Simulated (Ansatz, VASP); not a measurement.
GaN: VASP beside Ansatz

POSCAR

```
GaN
1.0
    0.0000000000      2.2489526240      2.2489526240
    2.2489526240      0.0000000000      2.2489526240
    2.2489526240      2.2489526240      0.0000000000
Ga N
1 1
Direct
    0.0000000000      0.0000000000      0.0000000000
    0.7500000000      0.7500000000      0.7500000000
```

File INCAR.step1:

```
ALGO = Normal ; EDIFF = 1E-5
ENCUT = 1460 ; GGA = PE
GGA_COMPAT = F ; ISMEAR = 0
LASPH = T ; LCHARG = F
LREAL = F ; LWAVE = T
NBANDS = 16 ; NELM = 120
PREC = Accurate ; SIGMA = 0.01
```

The input INCAR.step2:

```
ALGO = Normal ; EDIFF = 1E-6
ENCUT = 1460 ; GGA_COMPAT = F
ISIF = 2 ; ISMEAR = 0
ISTART = 1 ; LASPH = T
LCHARG = F ; LMIXTAU = T
LREAL = F ; LWAVE = F
METAGGA = R2SCAN ; NBANDS = 16
NELM = 120 ; PREC = Accurate
SIGMA = 0.01
```

The input KPOINTS:

```
k-points
0
Gamma
  6 6 6
```

Input for Ansatz:

```yaml
crystal:
  lattice:
    - [0.0, 2.248952624, 2.248952624]
    - [2.248952624, 0.0, 2.248952624]
    - [2.248952624, 2.248952624, 0.0]
  atoms:
    - { symbol: Ga, position: [0.0, 0.0, 0.0] }
    - { symbol: "N", position: [0.75, 0.75, 0.75] }
kpoints:
  mp_grid: { grid: [6, 6, 6] }
hamiltonian:
  xc: r2scan
scf:
  occupations: { method: fixed }
  n_extra_bands: 4
output:
  forces: true
  stress: true
  eigenvalues: true
```

Alike in both runs: task single point; functional r2SCAN; k mesh 6 × 6 × 6; no spin polarisation.

```csv
,VASP,Ansatz
version,VASP 6.6.1,Ansatz 0.2.0
potentials or method,"VASP PAW PBE potentials, release 64 (Ga_d, N_h)",plane waves
plane-wave cutoff (eV),1460,500
occupations,"gaussian, width 0.01 eV",fixed
valence electrons in the cell,18,18
```

|  | VASP | Ansatz | Ansatz less VASP |
| --- | --- | --- | --- |
| gap on the k mesh at the Fermi level (eV) | 2.16 | 2.17 | +0.010 |
| pressure (GPa) | 0.9 | 0.0 | -0.98 |

VASP's potentials were made for PBE, not for r2SCAN.
